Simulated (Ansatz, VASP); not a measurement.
# Two plane-wave programs on TiAl

```
Ti Al
1.0
     2.81075    0.00000    0.00000
     0.00000    2.81075    0.00000
     0.00000    0.00000    4.06642
Ti Al
1 1
Direct
  0.50000 0.50000 0.50000
  0.00000 0.00000 0.00000
```

Alike in both runs: task relaxation of cell and atoms; functional LDA; k mesh 12 × 12 × 8; occupations gaussian, width 0.1 eV; no spin polarisation.

|  | VASP | Ansatz |
| --- | --- | --- |
| version | VASP 6.6.1 | Ansatz 0.2.0 |
| potentials or method | VASP PAW LDA potentials, release 64 (Ti_sv, Al), cutoff 600 eV | scalar-relativistic, plane waves, PAW |
| valence electrons in the cell | 15 | 15 |

```tsv
	VASP	Ansatz	Ansatz less VASP
gap on the k mesh at the Fermi level, each at its own relaxed structure (eV)	none	none	-
relaxed volume (Å³/atom)	15.32	15.30	-0.017
relaxed cell length with the largest relative difference (Å)	3.994	3.991	-0.0032
```

Ansatz warns that its potentials were made for another functional, while VASP's fit it. LDA's correlation is that of Perdew and Zunger in VASP and of Perdew and Wang (1992) in Ansatz. A gap of «none» marks a metal or a gap that the smearing closes.
